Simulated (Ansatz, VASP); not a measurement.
BN: VASP beside Ansatz

File INCAR:

```
SYSTEM = BN
  ALGO = Normal
  EDIFF = 1E-6
  ENCUT = 600
  GGA = PE
  GGA_COMPAT = .False.
  ISIF = 2
  ISMEAR = -1
  LASPH = .True.
  LCHARG = .True.
  LELF = .True.
  LREAL = .False.
  LVHAR = .True.
  LWAVE = .False.
  NBANDS = 16
  NELM = 120
  PREC = Accurate
  SIGMA = 0.02
```

File KPOINTS:

```
k-points
0
Gamma
  12 12 6
  0 0 0
```

The input POSCAR:

```
BN
1.0
    2.5539396017      0.0000000000      0.0000000000
   -1.2769698009      2.2117765748      0.0000000000
    0.0000000000      0.0000000000      4.2268550000
N B
2 2
Direct
    0.3333333333      0.6666666667      0.1252760000
    0.6666666667      0.3333333333      0.6252760000
    0.3333333333      0.6666666667      0.4997240000
    0.6666666667      0.3333333333      0.9997240000
```

File input.yaml:

```yaml
crystal:
  lattice:
    - [2.5539396017, 0.0, 0.0]
    - [-1.2769698009, 2.2117765748, 0.0]
    - [0.0, 0.0, 4.226855]
  atoms:
    - { symbol: "N", position: [0.3333333333, 0.6666666667, 0.125276] }
    - { symbol: "N", position: [0.6666666667, 0.3333333333, 0.625276] }
    - { symbol: B, position: [0.3333333333, 0.6666666667, 0.499724] }
    - { symbol: B, position: [0.6666666667, 0.3333333333, 0.999724] }
kpoints:
  mp_grid: { grid: [12, 12, 6] }
  band_path:
    path:
      - [[0.0, 0.0, 0.0], [0.4999999999978, -1.016300059026e-11, 0.0], [0.3333333333319, 0.3333333333246, 0.0], [0.0, 0.0, 0.0], [0.0, 0.0, 0.5], [0.4999999999978, -1.016300059026e-11, 0.5], [0.3333333333319, 0.3333333333246, 0.5], [0.0, 0.0, 0.5]]
      - [[0.4999999999978, -1.016300059026e-11, 0.5], [0.4999999999978, -1.016300059026e-11, 0.0]]
      - [[0.3333333333319, 0.3333333333246, 0.5], [0.3333333333319, 0.3333333333246, 0.0]]
    npoints: 10
hamiltonian:
  xc: pbe
scf:
  occupations: { method: fermi_dirac, width: 0.02 }
  n_extra_bands: 5
output:
  forces: true
  stress: true
  eigenvalues: true
```

Alike in both runs: functional PBE; k mesh 12 × 12 × 6; occupations fermi-dirac, width 0.02 eV; no spin polarisation.

```csv
,VASP,Ansatz
version,VASP 6.6.1,Ansatz 0.2.0
potentials or method,"VASP PAW PBE potentials, release 64 (N, B)",Ansatz PAW
plane-wave cutoff (eV),600,420
valence electrons in the cell,16,16
task,single point,band structure
```

|  | VASP | Ansatz | Ansatz less VASP |
| --- | --- | --- | --- |
| gap on the k mesh at the Fermi level (eV) | 5.20 | 5.21 | +0.017 |
| least direct gap on the mesh (eV) | 8.23 | 8.24 | +0.007 |
| pressure (GPa) | -0.1 | 0.0 | +0.04 |
| traceless stress, the component that is largest in VASP (GPa) | -0.51 | -0.48 | +0.029 |
| rms of the force components (eV/Å) | 0.008 | 0.009 | +0.0012 |

Atom by atom the forces differ by 0.001 eV/Å (rms over components).
